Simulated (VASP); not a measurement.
**GaN: vibrations by perturbation theory with PBEsol**

The system is GaN.

```
Ga N
1.0
     0.00000    2.25350    2.25350
     2.25350    0.00000    2.25350
     2.25350    2.25350    0.00000
Ga N
1 1
Direct
  0.00000 0.00000 0.00000
  0.75000 0.75000 0.75000
```

```
Program                : VASP 6.6.1
Task                   : vibrations by perturbation theory
Functional             : PBEsol
Potentials or basis    : VASP PAW PBE potentials, release 64 (Ga_d, N)
Cutoff                 : 520 eV
k mesh                 : 8 × 8 × 8
Occupations            : fermi-dirac, width 0.02 eV
Spin                   : no spin polarisation
Dipole correction      : no
Further INCAR settings : ALGO = Normal; EDIFF = 1e-08; NBANDS = 16; IBRION = 8; NSW = 1
```

```json
{"Highest phonon frequency at Γ, LO-TO splitting left out": "528 cm⁻¹"}
```

Phonon frequencies in cm⁻¹ (negative: imaginary):
```
              q point        frequencies
(0.000, 0.000, 0.000)  0 0 0 528 528 528
```

Run time: 2.2 min on 1 thread of AMD EPYC 7R13 Processor (Zen 3), on a shared host, peak memory 0.18 GiB.

Caveat: the cell wasn't relaxed at this level first, which shifts response properties.
